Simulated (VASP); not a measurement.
# Mg2ZnO3 (P-3m1) in VASP: settings compared, part 2 of 2

VASP 6.6.1.

### 4 Relaxation of cell and atoms, LDA

This run uses another cell than the first one, of 9.80 Å³/atom.

INCAR reads:

```
PREC     = Accurate       # precision mode
ENCUT    = 600            # plane-wave cutoff, eV
EDIFF    = 1E-7           # SCF threshold, eV
ISMEAR   = -1             # smearing method
SIGMA    = 0.02           # smearing width, eV
LREAL    = False          # projectors in reciprocal space
LASPH    = True           # aspherical terms in the spheres
NELM     = 60             # most SCF steps
ALGO     = Normal         # electronic algorithm
ISIF     = 3              # what is computed and relaxed
LWAVE    = False          # write WAVECAR
LCHARG   = False          # write CHGCAR
GGA      = CA             # functional
IBRION   = 2              # ionic algorithm
NSW      = 80             # ionic steps
EDIFFG   = -0.005         # ionic threshold
```

KPOINTS reads:

```
Automatic mesh
0
Gamma
  12 12 4
```

POSCAR reads:

```
Mg2ZnO3
1.0
    3.0301639627      0.0000000000      0.0000000000
   -1.5150819813      2.6241989693      0.0000000000
    0.0000000000      0.0000000000      7.3954568039
Mg Zn O
2 1 3
Direct
    0.3333333333      0.6666666667      0.6658136834
    0.6666666667      0.3333333333      0.3341863166
    0.0000000000      0.0000000000      0.0000000000
    0.3333333333      0.6666666667      0.1724731891
    0.6666666667      0.3333333333      0.8275268109
    0.0000000000      0.0000000000      0.5000000000
```

Potentials or basis: VASP PAW LDA potentials, release 64 (Mg, Zn, O).

Launch:

```bash
$ cat potpaw_LDA.64/Mg/POTCAR potpaw_LDA.64/Zn/POTCAR potpaw_LDA.64/O/POTCAR > POTCAR
$ mpirun -np 1 vasp_std > vasp.out
```

OUTCAR:

```text
PREC = Accurate
   ENCUT = 600
   EDIFF = 1E-7
   ISMEAR = -1
   LREAL = False
   LASPH = True
   NELM = 60
   ISIF = 3
   GGA = CA
   IBRION = 2
   NSW = 80
   EDIFFG = -0.005

 ion  position               nearest neighbor table
   1  0.333  0.667  0.666-   5 2.12   5 2.12   5 2.12   6 2.14   6 2.14   6 2.14   2 3.01   2 3.01
                             2 3.01   3 3.03   3 3.03   3 3.03
   2  0.667  0.333  0.334-   4 2.12   4 2.12   4 2.12   6 2.14   6 2.14   6 2.14   1 3.01   1 3.01
                             1 3.01   3 3.03   3 3.03   3 3.03
   3  0.000  0.000  0.000-   4 2.17   5 2.17   4 2.17   5 2.17   5 2.17   4 2.17   1 3.03   2 3.03
                             1 3.03   2 3.03   1 3.03   2 3.03
   4  0.333  0.667  0.172-   2 2.12   2 2.12   2 2.12   3 2.17   3 2.17   3 2.17
   5  0.667  0.333  0.828-   1 2.12   1 2.12   1 2.12   3 2.17   3 2.17   3 2.17
   6  0.000  0.000  0.500-   1 2.14   2 2.14   1 2.14   2 2.14   2 2.14   1 2.14

  LATTYP: Found a hexagonal cell.
[... 480 lines left out ...]

 E-fermi :   3.6196     XC(G=0): -12.2499

 val. band max:        3.2464029256   @ k =   0.0000   0.0000   0.5000
 cond. band min:       6.6716298746   @ k =   0.0000   0.0000   0.0000
 fundamental gap:      3.4252269489
 Fermi energy:         3.6195530117

 k-point     1 :       0.0000    0.0000    0.0000
  band No.  band energies     occupation
      1     -14.6561      2.00000
      2     -13.6477      2.00000
      3     -13.3958      2.00000
      4      -2.7179      2.00000
      5      -1.7190      2.00000
      6      -1.7190      2.00000
[... 565 lines left out ...]
     20      11.4212      0.00000
     21      14.7831      0.00000

 [... further k-points ...]

------------------------ aborting loop because EDIFF is reached ----------------------------------------

  FORCE on cell =-STRESS in cart. coord.  units (eV):
  Direction    XX          YY          ZZ          XY          YZ          ZX
  --------------------------------------------------------------------------------------
  -------------------------------------------------------------------------------------
  Total        0.0014619      0.0014619     -0.0131844      0.0000000     -0.0000000     -0.0000000
  in kB        0.0431339      0.0431339     -0.3890175      0.0000000     -0.0000000     -0.0000000
  external PRESSURE =      -0.1009166 kB  Pullay stress =       0.0000000 kB
[... 21 lines left out ...]
  FREE ENERGIE OF THE ION-ELECTRON SYSTEM (eV)
  ---------------------------------------------------
  free  energy   TOTEN  =       -37.3738338070 eV

  energy  without entropy=      -37.3738338070  energy(sigma->0) =      -37.37383381

 reached required accuracy - stopping structural energy minimisation
```

OSZICAR:

```text
N       E                     dE             d eps       ncg     rms          rms(c)
DAV:   1     0.302621327059E+03    0.30262E+03   -0.18738E+04  2898   0.209E+03
DAV:   2    -0.101840403353E+02   -0.31281E+03   -0.29635E+03  3375   0.448E+02
DAV:   3    -0.413609231507E+02   -0.31177E+02   -0.30974E+02  3373   0.146E+02
DAV:   4    -0.420070511740E+02   -0.64613E+00   -0.64494E+00  3483   0.221E+01
[... 68 lines left out ...]
DAV:   1    -0.373738436672E+02   -0.16895E-04   -0.67573E-04  2908   0.262E-01    0.240E-02
DAV:   2    -0.373738370140E+02    0.66532E-05   -0.31680E-05  3764   0.100E-01    0.127E-02
DAV:   3    -0.373738342611E+02    0.27529E-05   -0.23646E-06  4337   0.257E-02    0.511E-03
DAV:   4    -0.373738338091E+02    0.45204E-06   -0.86434E-07  4175   0.128E-02    0.939E-04
DAV:   5    -0.373738338070E+02    0.20586E-08   -0.14701E-07  2027   0.434E-03
   8 F= -.37373834E+02 E0= -.37373834E+02  d E =-.706348E-05
```

CONTCAR:

```text
Mg2ZnO3
   1.00000000000000
     2.9517934633756098   -0.0000000000014967    0.0000000000000000
    -1.4758967316403946    2.5563281259809121   -0.0000000000000000
     0.0000000000000000   -0.0000000000000000    7.1961143627770241
  Mg              Zn              O
     2     1     3
Direct
     0.3333333332999970    0.6666666667000030    0.6660208734075889
     0.6666666667000030    0.3333333332999970    0.3339791265924111
     0.0000000000000000    0.0000000000000000    1.0000000000000000
     0.3333333332999970    0.6666666667000030    0.1720594815821107
     0.6666666667000030    0.3333333332999970    0.8279405184178894
     0.0000000000000000    0.0000000000000000    0.5000000000000000

  0.00000000E+00  0.00000000E+00  0.00000000E+00
  0.00000000E+00  0.00000000E+00  0.00000000E+00
  0.00000000E+00  0.00000000E+00  0.00000000E+00
  0.00000000E+00  0.00000000E+00  0.00000000E+00
  0.00000000E+00  0.00000000E+00  0.00000000E+00
  0.00000000E+00  0.00000000E+00  0.00000000E+00
```

It took 3.3 min on 1 thread of Intel Xeon 6975P-C (Granite Rapids), shared host; peak memory 0.24 GiB.

What came out:

```yaml
Free_energy: -37.3738 eV
Relaxed_volume: 9.05 Å³/atom
Relaxed_cell: a = 2.952 Å, b = 2.952 Å, c = 7.196 Å, α = 90.00°, β = 90.00°, γ = 120.00°
Space_group_after_relaxing_to_0.1_Å: P-3m1 (No. 164)
Energy_gained_by_relaxing: 32.1 meV/atom
Ionic_steps: 8
Pressure_after_relaxing: 0.0 GPa
Band_gap_on_the_k_mesh: 3.43 eV (least direct gap 3.52 eV)
```

Step by step:
```csv
step,energy change (eV),largest force (eV/Å),pressure (GPa),volume (Å³)
1,0.0000,0.1228,-12.70,58.81
2,-0.1517,0.1119,7.15,52.44
3,-0.1923,0.0249,-0.02,54.30
4,-0.1922,0.0284,0.29,54.22
5,-0.1923,0.0119,-0.15,54.34
6,-0.1923,0.0040,-0.03,54.31
7,-0.1923,0.0037,-0.01,54.30
8,-0.1924,0.0017,-0.01,54.30
```

Final structure:
```cif
data_structure
_symmetry_space_group_name_H-M 'P 1'
_symmetry_Int_Tables_number 1
_cell_length_a 2.9518
_cell_length_b 2.9518
_cell_length_c 7.1961
_cell_angle_alpha 90.000
_cell_angle_beta 90.000
_cell_angle_gamma 120.000
_cell_volume 54.30
loop_
_atom_site_label
_atom_site_type_symbol
_atom_site_fract_x
_atom_site_fract_y
_atom_site_fract_z
_atom_site_occupancy
Mg1 Mg 0.33333 0.66667 0.66602 1
Mg2 Mg 0.66667 0.33333 0.33398 1
Zn1 Zn 0.00000 0.00000 0.00000 1
O1 O 0.33333 0.66667 0.17206 1
O2 O 0.66667 0.33333 0.82794 1
O3 O 0.00000 0.00000 0.50000 1
```

Levels at points of the mesh, in eV from the valence-band top:
| k point | band 13 | band 14 | band 15 | band 16 | band 17 | band 18 | band 19 | band 20 | band 21 |
| --- | --- | --- | --- | --- | --- | --- | --- | --- | --- |
| (0.00, 0.00, 0.00) | -0.59 | -0.57 | -0.57 | -0.09 | -0.09 | 3.43 | 6.63 | 7.04 | 11.66 |
| (0.50, 0.00, 0.00) | -2.14 | -1.91 | -1.39 | -0.73 | -0.38 | 6.87 | 7.68 | 8.82 | 9.65 |
| (0.00, 0.00, 0.50) | -0.93 | -0.87 | -0.87 | 0.00 | 0.00 | 4.48 | 5.73 | 7.09 | 12.05 |
| (0.50, 0.00, 0.50) | -2.14 | -2.05 | -1.55 | -0.30 | -0.25 | 6.90 | 7.12 | 9.13 | 10.61 |

A k mesh can miss the band edges.

### 5 Overview

```tsv
task	level	potentials or basis	cell	cutoff (eV)	gap on the mesh (eV)	pressure (GPa)	relaxed volume (Å³/atom)
single point	r2SCAN	VASP PAW PBE potentials, release 64 (Mg, Zn, O)	a = 2.991, b = 2.991, c = 7.306 Å, angles 90.0, 90.0, 120.0°, 6 atoms	520	3.87	-0.3	-
relaxation of cell and atoms	PBEsol	VASP PAW PBE potentials, release 64 (Mg, Zn, O)	relaxed from a = 3.030, b = 3.030, c = 7.395 Å, angles 90.0, 90.0, 120.0°, 6 atoms	600	3.05	0.0	9.46
relaxation of cell and atoms	LDA	VASP PAW LDA potentials, release 64 (Mg, Zn, O)	relaxed from a = 3.030, b = 3.030, c = 7.395 Å, angles 90.0, 90.0, 120.0°, 6 atoms	600	3.43	0.0	9.05
```

Alike in all rows: no spin polarisation; k mesh 12 × 12 × 4; smearing fermi-dirac 0.02 eV.

Caveats: the PAW data sets were made with another functional, which shifts forces and pressure a little (at least some runs).

Total energies depend on the potentials used, so only differences within one code and one set of settings carry meaning.
